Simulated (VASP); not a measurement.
# Hf3SnS4 (P3m1) in VASP: relaxation of cell and atoms with PBE

Aim: the relaxation of cell and atoms of Hf3SnS4 with PBE.

All numbers are computed with VASP 6.6.1; they aren't measurements. Logs are shortened: lines on timing, memory, paths and dates and some standing lists are left out, and cuts for length are marked.

## 1. The cell of the first run

Symmetry: P3m1, No. 156, trigonal system. The conventional cell has a = 3.622 Å, b = 3.622 Å, c = 17.749 Å, α = 90.00°, β = 90.00°, γ = 120.00°. Within 3.4 Å of Hf (site symmetry 3m) lie 6 S at 2.55 Å. Within 3.3 Å of Hf (site symmetry 3m) lie 3 S at 2.51 Å and 3 Sn at 3.03 Å. Hf (site symmetry 3m) has 3 S at 2.51 Å and 3 Sn at 3.03 Å within 3.3 Å. Within 4.2 Å of Sn (site symmetry 3m) lie 6 Hf at 3.03 Å and 6 Sn at 3.62 Å and 6 S at 4.14 Å. Within 3.4 Å of S (site symmetry 3m) lie 3 Hf at 2.55 Å. Within 3.4 Å of S (site symmetry 3m) lie 3 Hf at 2.55 Å. S (site symmetry 3m) has 3 Hf at 2.51 Å within 3.3 Å. Within 3.3 Å of S (site symmetry 3m) lie 3 Hf at 2.51 Å.

## 2. Relaxation of cell and atoms, PBE

Input file INCAR:

```
PREC = Accurate ; ENCUT = 600
EDIFF = 1E-6 ; ISMEAR = 0
SIGMA = 0.1 ; LREAL = False
LASPH = True ; NELM = 80
ALGO = Normal ; ISIF = 3
LWAVE = False ; LCHARG = False
GGA = PE ; IBRION = 2
NSW = 80 ; EDIFFG = -0.001
```

Input file KPOINTS:

```
Automatic mesh
0
Gamma
  12 12 2
```

Input file POSCAR:

```
Hf3SnS4
1.0
    3.6222409492      0.0000000000      0.0000000000
   -1.8111204746      3.1369526807      0.0000000000
    0.0000000000      0.0000000000     17.7490045710
Hf Sn S
3 1 4
Direct
    0.6666666667      0.3333333333      0.0015482829
    0.3333333333      0.6666666667      0.3753227336
    0.3333333333      0.6666666667      0.6228399018
    0.0000000000      0.0000000000      0.4990944404
    0.0000000000      0.0000000000      0.9191713060
    0.3333333333      0.6666666667      0.0838702957
    0.6666666667      0.3333333333      0.2975987839
    0.6666666667      0.3333333333      0.7005542555
```

Potentials or basis: VASP PAW PBE potentials, release 64 (Hf_pv, Sn_d, S).

On the command line:

```console
$ cat potpaw_PBE.64/Hf_pv/POTCAR potpaw_PBE.64/Sn_d/POTCAR potpaw_PBE.64/S/POTCAR > POTCAR
$ mpirun -np 1 vasp_std > vasp.out
```

OUTCAR:

```text
PREC = Accurate
   ENCUT = 600
   EDIFF = 1E-6
   ISMEAR = 0
   LREAL = False
   LASPH = True
   NELM = 80
   ISIF = 3
   GGA = PE
   IBRION = 2
   NSW = 80
   EDIFFG = -0.001

 ion  position               nearest neighbor table
   1  0.667  0.333  0.002-   6 2.55   6 2.55   6 2.55   5 2.55   5 2.55   5 2.55
   2  0.333  0.667  0.375-   7 2.51   7 2.51   7 2.51   4 3.03   4 3.03   4 3.03
   3  0.333  0.667  0.623-   8 2.51   8 2.51   8 2.51   4 3.03   4 3.03   4 3.03
   4  0.000  0.000  0.499-   3 3.03   3 3.03   3 3.03   2 3.03   2 3.03   2 3.03
   5  0.000  0.000  0.919-   1 2.55   1 2.55   1 2.55
   6  0.333  0.667  0.084-   1 2.55   1 2.55   1 2.55
   7  0.667  0.333  0.298-   2 2.51   2 2.51   2 2.51
   8  0.667  0.333  0.701-   3 2.51   3 2.51   3 2.51

  LATTYP: Found a hexagonal cell.
 ALAT       =     3.6222409492
 C/A-ratio  =     4.9000066036

  Lattice vectors:

 A1 = (   3.6222409492,   0.0000000000,   0.0000000000)
 A2 = (  -1.8111204746,   3.1369526807,   0.0000000000)
 A3 = (   0.0000000000,   0.0000000000,  17.7490045710)

Analysis of symmetry for initial positions (statically):
=====================================================================
 Subroutine PRICEL returns:
 Original cell was already a primitive cell.

 Routine SETGRP: Setting up the symmetry group for a
 hexagonal supercell.

 Subroutine GETGRP returns: Found  6 space group operations
 (whereof  6 operations were pure point group operations)
 out of a pool of 24 trial point group operations.

The static configuration has the point symmetry C_3v.

Analysis of symmetry for dynamics (positions and initial velocities):
=====================================================================
 Subroutine PRICEL returns:
 Original cell was already a primitive cell.

 Routine SETGRP: Setting up the symmetry group for a
 hexagonal supercell.

 Subroutine GETGRP returns: Found  6 space group operations
 (whereof  6 operations were pure point group operations)
 out of a pool of 24 trial point group operations.

The dynamic configuration has the point symmetry C_3v.

 Subroutine INISYM returns: Found  6 space group operations
 (whereof  6 operations are pure point group operations),
 and found     1 'primitive' translations

----------------------------------------------------------------------------------------
[... 126 lines left out ...]
  volume/ion in A,a.u.               =      25.21       170.12
  Fermi-wavevector in a.u.,A,eV,Ry     =   1.139440  2.153229 17.664756  1.298323
  Thomas-Fermi vector in A             =   2.276143
   LORBIT       =      0    0 simple, 1 ext, 2 COOP (PROOUT), +10 PAW based schemes
   GGA     = PE    functional components
   LHFCALC =     F    Hartree Fock is set to
   AEXX    =    0.0000 exact exchange contribution
   IVDW    =     0    specifies the selected vdW correction
   LEPSILON=     F    determine dielectric tensor
   LRPA    =     F    only Hartree local field effects (RPA)
 conjugate gradient relaxation of ions
 non-spin polarized calculation
 Gauss-broadening in eV      SIGMA  =   0.10
  energy-cutoff  :      600.00
  volume of cell :      201.68
 maximum number of plane-waves:      6750
 NGX is ok and might be reduce to    30
   NGX = 15   NGY = 15   NGZ = 71

--------------------------------------- Ionic step        1  -------------------------------------------

 number of electron      67.9999999 magnetization

 Free energy of the ion-electron system (eV)
  ---------------------------------------------------
  ext. energy  EPLUGINS =         0.00000000
  ---------------------------------------------------
  free energy    TOTEN  =       -59.90017199 eV

  energy without entropy =      -59.85582234  energy(sigma->0) =      -59.87799716

------------------------ aborting loop because EDIFF is reached ----------------------------------------

  FORCE on cell =-STRESS in cart. coord.  units (eV):
  Direction    XX          YY          ZZ          XY          YZ          ZX
  --------------------------------------------------------------------------------------
  -------------------------------------------------------------------------------------
  Total       -0.4970505     -0.4970505     -0.4446300      0.0000000      0.0000000     -0.0000000
  in kB       -3.9486789     -3.9486789     -3.5322389      0.0000000      0.0000000     -0.0000000
  external PRESSURE =      -3.8098656 kB  Pullay stress =       0.0000000 kB
[... 107 lines left out ...]
  FREE ENERGIE OF THE ION-ELECTRON SYSTEM (eV)
  ---------------------------------------------------
  free  energy   TOTEN  =       -59.9012985270 eV

  energy  without entropy=      -59.8570207281  energy(sigma->0) =      -59.87915963

[... ionic steps 4 to 16 ...]

--------------------------------------- Ionic step       17  -------------------------------------------

 number of electron      68.0000001 magnetization

------------------------ aborting loop because EDIFF is reached ----------------------------------------
[... 79 lines left out ...]
--------------------------------------- Ionic step       19  -------------------------------------------

 number of electron      68.0000001 magnetization

 Free energy of the ion-electron system (eV)
  ---------------------------------------------------
  ext. energy  EPLUGINS =         0.00000000
  ---------------------------------------------------
  free energy    TOTEN  =       -59.90140342 eV

  energy without entropy =      -59.85637461  energy(sigma->0) =      -59.87888902

 E-fermi :   4.1897     XC(G=0):  -9.3095

 val. band max:        4.1882294910   @ k =   0.4167   0.0833   0.0000
 cond. band min:       4.1904809864   @ k =   0.4167  -0.0000   0.0000
 fundamental gap:      0.0022514954
 Fermi energy:         4.1896738501

 k-point     1 :       0.0000    0.0000    0.0000
  band No.  band energies     occupation
      1     -27.5855      2.00000
      2     -27.4779      2.00000
      3     -27.4779      2.00000
      4     -27.3186      2.00000
      5     -27.3095      2.00000
      6     -27.2297      2.00000
[... 1021 lines left out ...]
     39       6.1614      0.00000
     40       6.5886      0.00000

 [... further k-points ...]

------------------------ aborting loop because EDIFF is reached ----------------------------------------

  FORCE on cell =-STRESS in cart. coord.  units (eV):
  Direction    XX          YY          ZZ          XY          YZ          ZX
  --------------------------------------------------------------------------------------
  -------------------------------------------------------------------------------------
  Total       -0.0061391     -0.0061391     -0.0070125      0.0000000      0.0000000      0.0000000
  in kB       -0.0489443     -0.0489443     -0.0559076      0.0000000      0.0000000      0.0000000
  external PRESSURE =      -0.0512654 kB  Pullay stress =       0.0000000 kB
[... 23 lines left out ...]
  FREE ENERGIE OF THE ION-ELECTRON SYSTEM (eV)
  ---------------------------------------------------
  free  energy   TOTEN  =       -59.9014034206 eV

  energy  without entropy=      -59.8563746144  energy(sigma->0) =      -59.87888902

 reached required accuracy - stopping structural energy minimisation
```

OSZICAR:

```text
N       E                     dE             d eps       ncg     rms          rms(c)
DAV:   1     0.596708534840E+03    0.59671E+03   -0.35818E+04  3072   0.192E+03
DAV:   2     0.254673974141E+02   -0.57124E+03   -0.55684E+03  3256   0.489E+02
DAV:   3    -0.592663078969E+02   -0.84734E+02   -0.82707E+02  3816   0.144E+02
[... 153 lines left out ...]
DAV:   1    -0.599014020594E+02    0.68939E-06   -0.42060E-04  3072   0.935E-02    0.146E-02
DAV:   2    -0.599014045459E+02   -0.24865E-05   -0.35464E-05  3960   0.278E-02    0.846E-03
DAV:   3    -0.599014051998E+02   -0.65392E-06   -0.49360E-05  3144   0.181E-02    0.109E-02
DAV:   4    -0.599014034478E+02    0.17520E-05   -0.14211E-05  2592   0.104E-02    0.325E-03
DAV:   5    -0.599014034206E+02    0.27199E-07   -0.42501E-07  1944   0.366E-03
  19 F= -.59901403E+02 E0= -.59878889E+02  d E =-.134626E-05
```

CONTCAR:

```text
Hf3SnS4
   1.00000000000000
     3.6134286238630753    0.0000000000000000   -0.0000000000000000
    -1.8067143119315376    3.1293209830913393   -0.0000000000000000
     0.0000000000000000   -0.0000000000000000   17.7723298143737409
  Hf              Sn              S
     3     1     4
Direct
     0.6666666667000030    0.3333333332999970    0.0015495371366390
     0.3333333332999970    0.6666666667000030    0.3751193984762789
     0.3333333332999970    0.6666666667000030    0.6230363915873266
     1.0000000000000000    1.0000000000000000    0.4990905468444901
     0.0000000000000000    0.0000000000000000    0.9193651123058981
     0.3333333332999970    0.6666666667000030    0.0836745865388761
     0.6666666667000030    0.3333333332999970    0.2975321058019322
     0.6666666667000030    0.3333333332999970    0.7006323211085698

  0.00000000E+00  0.00000000E+00  0.00000000E+00
  0.00000000E+00  0.00000000E+00  0.00000000E+00
  0.00000000E+00  0.00000000E+00  0.00000000E+00
  0.00000000E+00  0.00000000E+00  0.00000000E+00
  0.00000000E+00  0.00000000E+00  0.00000000E+00
  0.00000000E+00  0.00000000E+00  0.00000000E+00
  0.00000000E+00  0.00000000E+00  0.00000000E+00
  0.00000000E+00  0.00000000E+00  0.00000000E+00
```

It took 52 min on 1 thread of Intel Xeon Platinum 8488C (Sapphire Rapids), shared host; peak memory 0.6 GiB.

What came out:

```
Free energy                           : -59.9014 eV
Relaxed volume                        : 25.12 Å³/atom
Relaxed cell                          : a = 3.613 Å, b = 3.613 Å, c = 17.772 Å, α = 90.00°, β = 90.00°, γ = 120.00°
Space group after relaxing (to 0.1 Å) : P3m1 (No. 156)
Energy gained by relaxing             : 0.2 meV/atom
Ionic steps                           : 19
Pressure after relaxing               : 0.0 GPa
Band gap on the k mesh                : zero (bands 34 and 35 overlap by 1.02 eV)
```

The path:
```tsv
step	energy change (eV)	largest force (eV/Å)	pressure (GPa)	volume (Å³)
1	0.0000	0.0657	-0.38	201.68
2	0.0007	0.0910	0.50	199.93
3	-0.0011	0.0068	0.00	200.91
4	-0.0011	0.0057	0.00	200.93
5	-0.0011	0.0052	0.00	200.93
6	-0.0012	0.0057	0.00	200.93
7	-0.0012	0.0103	0.00	200.93
8	-0.0012	0.0126	0.03	200.89
9	-0.0012	0.0043	0.01	200.91
10	-0.0012	0.0111	-0.04	201.04
11	-0.0012	0.0039	0.00	200.94
12	-0.0012	0.0045	0.01	200.95
13	-0.0012	0.0068	-0.02	201.00
14	-0.0012	0.0051	-0.01	200.96
15	-0.0012	0.0054	-0.01	200.96
16	-0.0012	0.0050	-0.01	200.95
17	-0.0012	0.0048	0.00	200.95
18	-0.0012	0.0030	0.00	200.97
19	-0.0012	0.0009	-0.01	200.96
```

Final structure:
```
Hf Sn S
1.0
     3.61343    0.00000    0.00000
    -1.80671    3.12932    0.00000
     0.00000    0.00000   17.77233
Hf Sn S
3 1 4
Cartesian
  1.8067 1.0431 0.0275
  0.0000 2.0862 6.6667
  0.0000 2.0862 11.0728
  1.8067 3.1293 8.8700
  0.0000 0.0000 16.3393
  0.0000 2.0862 1.4871
  1.8067 1.0431 5.2878
  1.8067 1.0431 12.4519
```

Caveat: spin-orbit coupling is left out, which moves the levels of the heavy elements; this functional lacks dispersion, which binds layers or chains, so the pressure and a relaxed spacing across them are unreliable.
